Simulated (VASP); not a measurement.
The system is TaN.

```xyz
2
Lattice="2.9380 0.0000 0.0000 -1.4690 2.5444 0.0000 0.0000 0.0000 2.8830" Properties=species:S:1:pos:R:3 pbc="T T T"
Ta    0.0000    0.0000    1.4415
N     1.4690    0.8481    0.0000
```

Base run:

* Program: VASP 6.6.1
* Functional: LDA
* Potentials or basis: VASP PAW LDA potentials, release 64 (Ta_pv, N)
* Cutoff: 520 eV
* k mesh: 10 × 10 × 9
* Occupations: fermi-dirac, width 0.05 eV
* Spin: no spin polarisation
* Hubbard terms: Ta d U = 6.0 eV

Its results: band gap on the k mesh zero (band 8 reaches 9.32 eV, above the bottom of band 9 at 8.97 eV); pressure 9.8 GPa.

Task: After a change of settings the same cell gave: band gap on the k mesh zero (band 8 reaches 9.14 eV, above the bottom of band 9 at 8.80 eV); pressure 6.4 GPa. Which change was it?
A. hubbard terms from Ta d U = 6.0 eV to Ta d U = 5.0 eV
B. hubbard terms from Ta d U = 6.0 eV to none
C. hubbard terms from Ta d U = 6.0 eV to Ta d U = 3.0 eV

Result: A.

Caveats: spin-orbit coupling is left out, which moves the levels of the heavy elements; U without spin polarisation on a metal has little footing.
